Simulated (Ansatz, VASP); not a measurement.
AlN in VASP and in Ansatz

POSCAR

```
AlN
1.0
    0.0000000000      2.1839935596      2.1839935596
    2.1839935596      0.0000000000      2.1839935596
    2.1839935596      2.1839935596      0.0000000000
Al N
1 1
Direct
    0.0132177649      0.0132177649      0.0132177649
    0.7500000000      0.7500000000      0.7500000000
```

INCAR.step1

```
PREC     = Accurate       # precision mode
ENCUT    = 520            # plane-wave cutoff, eV
ISMEAR   = 0              # smearing method
SIGMA    = 0.05           # smearing width, eV
LREAL    = False          # projectors in reciprocal space
LASPH    = True           # aspherical terms in the spheres
NELM     = 100            # most SCF steps
NBANDS   = 11             # bands
GGA      = PE             # functional
ALGO     = Normal         # electronic algorithm
EDIFF    = 1E-4           # SCF threshold, eV
LWAVE    = True           # write WAVECAR
LCHARG   = False          # write CHGCAR
```

Contents of INCAR.step2:

```
PREC     = Accurate       # precision mode
ENCUT    = 520            # plane-wave cutoff, eV
EDIFF    = 1E-6           # SCF threshold, eV
ISMEAR   = 0              # smearing method
SIGMA    = 0.05           # smearing width, eV
LREAL    = False          # projectors in reciprocal space
LASPH    = True           # aspherical terms in the spheres
NELM     = 100            # most SCF steps
ALGO     = Normal         # electronic algorithm
ISIF     = 2              # what is computed and relaxed
LWAVE    = False          # write WAVECAR
LCHARG   = False          # write CHGCAR
METAGGA  = R2SCAN         # meta-GGA
LMIXTAU  = True         
NBANDS   = 11             # bands
ISTART   = 1
```

File KPOINTS:

```
regular mesh
0
Gamma
  10 10 10
```

Input for Ansatz:

```yaml
crystal:
  lattice:
    - [0.0, 2.1839935596, 2.1839935596]
    - [2.1839935596, 0.0, 2.1839935596]
    - [2.1839935596, 2.1839935596, 0.0]
  atoms:
    - { symbol: Al, position: [0.0132177649, 0.0132177649, 0.0132177649] }
    - { symbol: "N", position: [0.75, 0.75, 0.75] }
basis:
  ecutwfc: 500
kpoints:
  mp_grid: { grid: [10, 10, 10] }
hamiltonian:
  xc: r2scan
scf:
  occupations: { method: gaussian, width: 0.05 }
output:
  forces: true
  stress: true
  eigenvalues: true
  write_density: true
  write_potential: true
  elf: true
  volumetric_format: npy
```

Change from the starting cell: all Al atoms moved +0.100 Å, as atom 1 along Cartesian [1 1 1].

Alike in both runs: task single point; functional r2SCAN; k mesh 10 × 10 × 10; occupations gaussian, width 0.05 eV; no spin polarisation.

|  | VASP | Ansatz |
| --- | --- | --- |
| version | VASP 6.6.1 | Ansatz 0.2.0 |
| potentials or method | VASP PAW PBE potentials, release 64 (Al, N), cutoff 520 eV | scalar-relativistic, plane waves, PAW |
| valence electrons in the cell | 8 | 8 |

VASP gave:

| Item | Value |
| --- | --- |
| gap on the k mesh at the Fermi level (eV) | 3.62 |
| least direct gap on the mesh (eV) | 4.56 |
| pressure (GPa) | 1.0 |
| traceless stress, the component that is largest in VASP (GPa) | -3.04 |
| rms of the force components (eV/Å) | 0.686 |

Problem. Which values does Ansatz return?

Solution. gap on the k mesh at the Fermi level (eV): 3.63; least direct gap on the mesh (eV): 4.52; pressure (GPa): 1.3; traceless stress, the component that is largest in VASP (GPa): -2.99; rms of the force components (eV/Å): 0.680.

VASP's potentials were made for PBE, not for r2SCAN. Atom by atom the forces differ by 0.006 eV/Å (rms over components).
